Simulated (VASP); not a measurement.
A run of VASP 6.6.1 is set up as follows.

File INCAR:

```
SYSTEM = H2C18O
  ALGO = Normal
  EDIFF = 1E-7
  ENCUT = 520
  GGA = CA
  ISIF = 2
  ISMEAR = 0
  LASPH = .True.
  LCHARG = .True.
  LELF = .True.
  LREAL = Auto
  LVHAR = .True.
  LWAVE = .False.
  NBANDS = 56
  NELM = 80
  PREC = Accurate
  SIGMA = 0.05
```

Contents of KPOINTS:

```
k-points
0
Gamma
  2 2 1
  0 0 0
```

The input POSCAR:

```
H2C18O
1.0
    7.3980000000      0.0000000000      0.0000000000
   -3.6990000000      6.4068560000      0.0000000000
    0.0000000000      0.0000000000     13.0000000000
C O H
18 1 2
Direct
   -0.0025722587      0.0062668401      0.0545237492
    0.2225110251      0.1187255227      0.0545818873
   -0.0008381214      0.3418617321      0.0544666779
    0.2206284484      0.4526012610      0.0545146701
   -0.0001956660      0.6733482669      0.0544478718
    0.2200543633      0.7835362259      0.0544824869
    0.3325258409      0.0084625345      0.0545122703
    0.5539707947      0.1192393579      0.0544159602
    0.3331088041      0.3401963640      0.0545292794
    0.5533426118      0.4502339489      0.0544201088
    0.3307938021      0.6728350807      0.0544446104
    0.5556061026      0.7852587585      0.0541878890
    0.6662962178      0.0067306749      0.0542054495
    0.8865412026      0.1170244284      0.0543379123
    0.6640253652      0.3394770200      0.0544585108
    0.8889121613      0.4518904721      0.0544647989
    0.6655602173      0.6750291656      0.0541723376
    0.8871184805      0.7856787482      0.0542947757
    0.7838754564      0.8556417301      0.2839417542
    0.8712301687      0.8949627751      0.2225022607
    0.8585005835      0.9715474924      0.3310183389
```

Potentials or basis: VASP PAW LDA potentials, release 64 (C, O, H).

Launch:

```bash
$ cat potpaw_LDA.64/C/POTCAR potpaw_LDA.64/O/POTCAR potpaw_LDA.64/H/POTCAR > POTCAR
$ mpirun -np 1 vasp_std > vasp.out
```

Problem. Estimate the band gap on the k mesh.

Solution. 0.21 eV, direct.

Problem. Predict the largest force.

Solution. 0.226 eV/Å.

Forces in eV/Å, atoms in the order of the input:
```
C    0.015  0.009  0.002
C    0.003 -0.012 -0.001
C    0.004 -0.007  0.004
C    0.009  0.003 -0.002
C   -0.012  0.000  0.004
C    0.006  0.014 -0.002
C   -0.006 -0.006 -0.002
C    0.002 -0.015  0.000
C   -0.002 -0.003 -0.002
C    0.007  0.004  0.006
C    0.000  0.006 -0.001
C   -0.018 -0.001  0.002
C   -0.016  0.009 -0.005
C   -0.006  0.011 -0.001
C    0.000  0.006  0.005
C   -0.006  0.001 -0.001
C    0.005 -0.018  0.000
C    0.011 -0.005  0.005
O   -0.066 -0.131 -0.013
H    0.076 -0.007 -0.176
H   -0.008  0.139  0.178
```

Caveat: the k points lie up to 0.49 Å⁻¹ apart.
